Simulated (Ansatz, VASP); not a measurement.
## Two plane-wave programs on TiGeSb

Contents of INCAR:

```
SYSTEM = TiGeSb
PREC = Accurate
ENCUT = 520
EDIFF = 1E-7
ISMEAR = -1
SIGMA = 0.05
LREAL = .False.
LASPH = .True.
NELM = 60
ALGO = Normal
ISIF = 2
LWAVE = .False.
LCHARG = .False.
GGA = CA
NBANDS = 40
```

Contents of KPOINTS:

```
regular mesh
0
Gamma
  6 6 3
  0 0 0
```

Contents of POSCAR:

```
TiGeSb
1.0
    3.7348201830      0.0000000000      0.0000000000
    0.0000000000      3.7348201830      0.0000000000
    0.0000000000      0.0000000000      8.2860711299
Ti Ge Sb
2 2 2
Direct
    0.5000000000      0.0000000000      0.2487500000
    0.0000000000      0.5000000000      0.7512500000
    0.0000000000      0.0000000000      0.0000000000
    0.5000000000      0.5000000000      0.0000000000
    0.5000000000      0.0000000000      0.6155600000
    0.0000000000      0.5000000000      0.3844400000
```

Input for Ansatz:

```yaml
crystal:
  lattice:
    - [3.7348201829944254, 0.0, 0.0]
    - [0.0, 3.7348201829944254, 0.0]
    - [0.0, 0.0, 8.286071129885288]
  atoms:
    - { symbol: Ti, position: [0.5, 0.0, 0.24875] }
    - { symbol: Ti, position: [0.0, 0.5, 0.75125] }
    - { symbol: Ge, position: [0.0, 0.0, 0.0] }
    - { symbol: Ge, position: [0.5, 0.5, 0.0] }
    - { symbol: Sb, position: [0.5, 0.0, 0.61556] }
    - { symbol: Sb, position: [0.0, 0.5, 0.38444] }
basis:
  ecutwfc: 500.0
kpoints:
  mp_grid:
    grid: [6, 6, 3]
hamiltonian:
  xc: lda
scf:
  occupations:
    method: fermi_dirac
    width: 0.05
output:
  stress: true
```

Alike in both runs: task single point; functional LDA; k mesh 6 × 6 × 3; occupations fermi-dirac, width 0.05 eV; no spin polarisation.

```csv
,VASP,Ansatz
version,VASP 6.6.1,Ansatz 0.2.0
potentials or method,"VASP PAW LDA potentials, release 64 (Ti_sv, Ge_d, Sb), cutoff 520 eV","plane waves, PAW"
valence electrons in the cell,62,82
```

```csv
,VASP,Ansatz,Ansatz less VASP
pressure (GPa),-7.4,-7.6,-0.20
```

LDA's correlation is that of Perdew and Zunger in VASP and of Perdew and Wang (1992) in Ansatz. VASP's potentials hold 62 valence electrons a cell and Ansatz's 82, so a difference there can come from the potentials and not from the codes.

Spin-orbit coupling is off throughout.
